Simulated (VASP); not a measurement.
Here is a VASP 6.6.1 calculation.

INCAR

```
PREC = Accurate
ENCUT = 520
EDIFF = 1E-7
ISMEAR = -1
SIGMA = 0.1
LREAL = False
LASPH = True
NELM = 80
ALGO = Normal
ISIF = 2
LWAVE = False
LCHARG = False
GGA = PS
NBANDS = 28
```

The input KPOINTS:

```
Automatic mesh
0
Gamma
  9 9 12
```

The input POSCAR:

```
W
1.0
    4.4964637294      0.0000000000      0.0000000000
   -2.2482318647      3.8940518169      0.0000000000
    0.0000000000      0.0000000000      2.5202875356
W
3
Direct
    0.0000000000      0.0000000000      0.0000000000
    0.3333333333      0.6666666667      0.5000000000
    0.6666666667      0.3333333333      0.5000000000
```

Potentials or basis: VASP PAW PBE potentials, release 64 (W_sv).

Command:

```sh
$ cat potpaw_PBE.64/W_sv/POTCAR > POTCAR
$ mpirun -np 1 vasp_std > vasp.out
```

Question: What does it give for the pressure?

Answer: 32.5 GPa.

Question: Predict the band gap on the k mesh.

Answer: Zero (band 21 reaches 12.80 eV, above the bottom of band 22 at 11.75 eV).

Stress tensor (GPa, compression positive):
```
32.18  0.00  0.00
 0.00 32.18  0.00
 0.00  0.00 33.07
```

Caveat: the PAW data sets were made with another functional, which shifts forces and pressure a little; spin-orbit coupling is left out, which moves the levels of the heavy elements.
